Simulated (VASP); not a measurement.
# Ge (P6_3/mmc) in VASP: further runs, part 2 of 3

VASP 6.6.1. Earlier steps stand in the parts before.

### 4 Single point, r2SCAN

This run uses another cell than the first one, of 22.81 Å³/atom, 1.029 times its volume.

File POSCAR:

```
Ge
1.0
    3.9976151877      0.0000000000      0.0000000000
   -1.9988075938      3.4620363071      0.0000000000
    0.0000000000      0.0000000000      6.5928194951
Ge
4
Direct
    0.3333333333      0.6666666667      0.0003695976
    0.6666666667      0.3333333333      0.5003695976
    0.3333333333      0.6666666667      0.3746304024
    0.6666666667      0.3333333333      0.8746304024
```

File INCAR.step1:

```
SYSTEM = Ge
PREC     = Accurate       ! precision mode
ENCUT    = 520            ! plane-wave cutoff, eV
ISMEAR   = -1             ! smearing method
SIGMA    = 0.02           ! smearing width, eV
LREAL    = .False.        ! projectors in reciprocal space
LASPH    = .True.         ! aspherical terms in the spheres
NELM     = 80             ! most SCF steps
NBANDS   = 36             ! bands
GGA      = PE             ! functional
ALGO     = Normal         ! electronic algorithm
EDIFF    = 1E-4           ! SCF threshold, eV
LWAVE    = .True.         ! write WAVECAR
LCHARG   = .False.        ! write CHGCAR
```

File INCAR.step2:

```
SYSTEM = Ge
PREC     = Accurate       ! precision mode
ENCUT    = 520            ! plane-wave cutoff, eV
EDIFF    = 1E-7           ! SCF threshold, eV
ISMEAR   = -1             ! smearing method
SIGMA    = 0.02           ! smearing width, eV
LREAL    = .False.        ! projectors in reciprocal space
LASPH    = .True.         ! aspherical terms in the spheres
NELM     = 80             ! most SCF steps
ALGO     = Normal         ! electronic algorithm
ISIF     = 2              ! what is computed and relaxed
LWAVE    = .False.        ! write WAVECAR
LCHARG   = .True.         ! write CHGCAR
METAGGA  = R2SCAN         ! meta-GGA
LMIXTAU  = .True.       
LELF     = .True.         ! ELF
LVHAR    = .True.       
NBANDS   = 36             ! bands
ISTART   = 1
```

File KPOINTS:

```
Automatic mesh
0
Gamma
  6 6 4
  0 0 0
```

Run with:

```sh
> cat potpaw_PBE.64/Ge_d/POTCAR > POTCAR
> cp INCAR.step1 INCAR
> mpirun -np 1 vasp_std > vasp.out
> cp INCAR.step2 INCAR
> mpirun -np 1 vasp_std > vasp.out
```

It took 4.2 min on 1 thread of Intel Xeon 6975P-C, shared host; peak memory 0.23 GiB.

Results (log left out):

- Free energy: -55.3806 eV
- Pressure: 0.1 GPa
- Band gap on the k mesh: 0.06 eV, direct

Stress tensor (GPa, compression positive):
```
0.09 0.00 0.00
0.00 0.09 0.00
0.00 0.00 0.01
```

Levels at points of the mesh, in eV from the valence-band top:
| k point | band 24 | band 25 | band 26 | band 27 | band 28 | band 29 | band 30 | band 31 | band 32 | band 33 |
| --- | --- | --- | --- | --- | --- | --- | --- | --- | --- | --- |
| (0.00, 0.00, 0.00) | -1.69 | -1.69 | -0.29 | 0.00 | 0.00 | 0.06 | 0.26 | 2.29 | 2.29 | 2.81 |
| (0.50, 0.00, 0.00) | -7.09 | -4.87 | -3.34 | -3.02 | -1.65 | 0.62 | 1.83 | 3.72 | 3.83 | 4.49 |
| (0.00, 0.00, 0.50) | -5.05 | -1.03 | -1.03 | -1.03 | -1.03 | 0.84 | 0.84 | 3.46 | 3.46 | 3.46 |
| (0.50, 0.00, 0.50) | -8.26 | -2.77 | -2.77 | -2.66 | -2.66 | 0.63 | 0.63 | 2.27 | 2.27 | 6.36 |

Caveat: the PAW data sets were made with another functional, which shifts forces and pressure a little.

### 5 Single point, PBE

This run uses another cell than the first one, of 22.81 Å³/atom, 1.029 times its volume.

File INCAR:

```
SYSTEM = Ge
PREC = Accurate
ENCUT = 520
EDIFF = 1E-6
ISMEAR = -1
SIGMA = 0.02
LREAL = .False.
LASPH = .True.
NELM = 100
ALGO = Normal
ISIF = 2
LWAVE = .False.
LCHARG = .False.
GGA = PE
NBANDS = 36
```

File KPOINTS:

```
regular mesh
0
Gamma
  12 12 4
  0 0 0
```

POSCAR is that of step 4.

Run with:

```sh
> cat potpaw_PBE.64/Ge_d/POTCAR > POTCAR
> mpirun -np 1 vasp_std > vasp.out
```

Run time: 2 min. Hardware: 1 thread of Intel Xeon 6975P-C, shared host; peak memory 0.28 GiB.

Results (log left out):

| Quantity | Value |
| --- | --- |
| Free energy | -17.9661 eV |
| Pressure | 2.9 GPa |
| Largest force | 0.009 eV/Å |
| Band gap on the k mesh | 0.11 eV, direct |

Forces on the atoms (eV/Å):
```
Ge   0.000  0.000  0.009
Ge   0.000  0.000  0.009
Ge   0.000  0.000 -0.009
Ge   0.000  0.000 -0.009
```

Levels at points of the mesh, in eV from the valence-band top:
```tsv
k point	band 26	band 27	band 28	band 29	band 30	band 31
(0.00, 0.00, 0.00)	-0.16	-0.09	0.00	0.11	0.11	2.26
(0.50, 0.00, 0.00)	-3.08	-2.82	-1.45	0.53	1.65	3.57
(0.00, 0.00, 0.50)	-0.87	-0.87	-0.87	0.68	0.68	3.36
(0.50, 0.00, 0.50)	-2.55	-2.42	-2.42	0.53	0.53	2.12
```

A k mesh can miss the band edges.

### 6 Single point, PBE

This run uses another cell than the first one, of 23.87 Å³/atom, 1.076 times its volume.

File INCAR:

```
ALGO = Normal
EDIFF = 1E-7
ENCUT = 520
GGA = PE
ISIF = 2
ISMEAR = -1
LASPH = True
LCHARG = True
LELF = True
LREAL = False
LVHAR = True
LWAVE = False
NBANDS = 36
NELM = 100
PREC = Accurate
SIGMA = 0.02
```

File KPOINTS:

```
k-points
0
Gamma
  12 12 4
```

File POSCAR:

```
Ge
1.0
    4.0584087520      0.0000000000      0.0000000000
   -2.0292043760      3.5146850782      0.0000000000
    0.0000000000      0.0000000000      6.6929896250
Ge
4
Direct
    0.3333333333      0.6666666667      0.0003197446
    0.6666666667      0.3333333333      0.5003197446
    0.3333333333      0.6666666667      0.3746802554
    0.6666666667      0.3333333333      0.8746802554
```

Potentials or basis: VASP PAW PBE potentials, release 64 (Ge_d).

Run with:

```sh
> cat potpaw_PBE.64/Ge_d/POTCAR > POTCAR
> mpirun -np 1 vasp_std > vasp.out
```

OUTCAR:

```text
EDIFF = 1E-7
   ENCUT = 520
   GGA = PE
   ISIF = 2
   ISMEAR = -1
   LASPH = True
   LREAL = False
   NELM = 100
   PREC = Accurate

 ion  position               nearest neighbor table
   1  0.333  0.667  0.000-   4 2.49   4 2.49   4 2.49   3 2.51
   2  0.667  0.333  0.500-   3 2.49   3 2.49   3 2.49   4 2.51
   3  0.333  0.667  0.375-   2 2.49   2 2.49   2 2.49   1 2.51
   4  0.667  0.333  0.875-   1 2.49   1 2.49   1 2.49   2 2.51

  LATTYP: Found a hexagonal cell.
 ALAT       =     4.0584087520
 C/A-ratio  =     1.6491659746

  Lattice vectors:

 A1 = (   4.0584087520,   0.0000000000,   0.0000000000)
 A2 = (  -2.0292043760,   3.5146850782,   0.0000000000)
 A3 = (   0.0000000000,   0.0000000000,   6.6929896250)

Analysis of symmetry for initial positions (statically):
=====================================================================
 Subroutine PRICEL returns:
 Original cell was already a primitive cell.

 Routine SETGRP: Setting up the symmetry group for a
 hexagonal supercell.

 Subroutine GETGRP returns: Found 24 space group operations
 (whereof  6 operations were pure point group operations)
 out of a pool of 24 trial point group operations.

The static configuration has the point symmetry C_3v.
 The point group associated with its full space group is D_6h.

Analysis of symmetry for dynamics (positions and initial velocities):
=====================================================================
 Subroutine PRICEL returns:
 Original cell was already a primitive cell.

 Routine SETGRP: Setting up the symmetry group for a
 hexagonal supercell.

 Subroutine GETGRP returns: Found 24 space group operations
 (whereof  6 operations were pure point group operations)
 out of a pool of 24 trial point group operations.

The dynamic configuration has the point symmetry C_3v.
[... 119 lines left out ...]
   ISMEAR =    -1;   SIGMA  =   0.02  broadening in eV -4-tet -1-fermi 0-gaus
   EFERMI_NEDOS =   21; number of points for ismear=-14 and -15
   IALGO  =     38    algorithm
   IMIX   =      4    mixing-type and parameters
     AMIX     =   0.40;   BMIX     =  1.00
     AMIX_MAG =   1.60;   BMIX_MAG =  1.00
  volume/ion in A,a.u.               =      23.87       161.06
  Fermi-wavevector in a.u.,A,eV,Ry     =   1.370409  2.589697 25.552007  1.878020
  Thomas-Fermi vector in A             =   2.496197
   LORBIT       =      0    0 simple, 1 ext, 2 COOP (PROOUT), +10 PAW based schemes
   GGA     = PE    functional components
   LHFCALC =     F    Hartree Fock is set to
   AEXX    =    0.0000 exact exchange contribution
   IVDW    =     0    specifies the selected vdW correction
   LEPSILON=     F    determine dielectric tensor
   LRPA    =     F    only Hartree local field effects (RPA)
 non-spin polarized calculation
  energy-cutoff  :      520.00
  volume of cell :       95.47
 maximum number of plane-waves:      2593
   NGX = 15   NGY = 15   NGZ = 25

 number of electron      55.9999974 magnetization

 Free energy of the ion-electron system (eV)
  ---------------------------------------------------
  ext. energy  EPLUGINS =         0.00000000
  ---------------------------------------------------
  free energy    TOTEN  =       -18.00361153 eV

  energy without entropy =      -18.00334813  energy(sigma->0) =      -18.00347983

 E-fermi :   4.5313     XC(G=0):  -9.6717

 val. band max:        4.4943926267   @ k =   0.0833  -0.0000   0.0000
 cond. band min:       4.5389262521   @ k =   0.0000   0.0000   0.2500
 fundamental gap:      0.0445336254
 Fermi energy:         4.5313354712

 k-point     1 :       0.0000    0.0000    0.0000
  band No.  band energies     occupation
      1     -20.2900      2.00000
      2     -20.2900      2.00000
      3     -20.2564      2.00000
      4     -20.2563      2.00000
      5     -20.2563      2.00000
      6     -20.2440      2.00000
[... 925 lines left out ...]
     35      11.5291      0.00000
     36      11.5856      0.00000

 [... further k-points ...]

------------------------ aborting loop because EDIFF is reached ----------------------------------------

  FORCE on cell =-STRESS in cart. coord.  units (eV):
  Direction    XX          YY          ZZ          XY          YZ          ZX
  --------------------------------------------------------------------------------------
  -------------------------------------------------------------------------------------
  Total       -0.0275234     -0.0275234     -0.0377749      0.0000000      0.0000000      0.0000000
  in kB       -0.4619017     -0.4619017     -0.6339451      0.0000000      0.0000000      0.0000000
  external PRESSURE =      -0.5192495 kB  Pullay stress =       0.0000000 kB

 VOLUME and BASIS-vectors are now :
 -----------------------------------------------------------------------------
  energy-cutoff  :      520.00
  volume of cell :       95.47
      direct lattice vectors                 reciprocal lattice vectors
     4.058408752  0.000000000  0.000000000     0.246401992  0.142260256  0.000000000
    -2.029204376  3.514685078  0.000000000     0.000000000  0.284520513  0.000000000
     0.000000000  0.000000000  6.692989625     0.000000000  0.000000000  0.149410063

 POSITION                                       TOTAL-FORCE (eV/Angst)
 -----------------------------------------------------------------------------------
     -0.00000      2.34312      0.00214         0.000000     -0.000000      0.003216
      2.02920      1.17156      3.34863        -0.000000      0.000000      0.003216
     -0.00000      2.34312      2.50773         0.000000     -0.000000     -0.003216
      2.02920      1.17156      5.85423        -0.000000      0.000000     -0.003216
 -----------------------------------------------------------------------------------
    total drift:                               -0.000000      0.000000      0.000290

  FREE ENERGIE OF THE ION-ELECTRON SYSTEM (eV)
  ---------------------------------------------------
  free  energy   TOTEN  =       -18.0036115254 eV

  energy  without entropy=      -18.0033481300  energy(sigma->0) =      -18.00347983
```

It took 2.3 min on 1 thread of Intel Xeon 6975P-C, shared host; peak memory 0.28 GiB.

What came out:

```yaml
Free_energy: -18.0036 eV
Pressure: -0.1 GPa
Largest_force: 0.003 eV/Å
Band_gap_on_the_k_mesh: 0.04 eV, indirect (least direct gap 0.23 eV)
```

Forces on the atoms (eV/Å):
```
Ge   0.000  0.000  0.003
Ge   0.000  0.000  0.003
Ge   0.000  0.000 -0.003
Ge   0.000  0.000 -0.003
```

(Continued in part 3 of 3.)
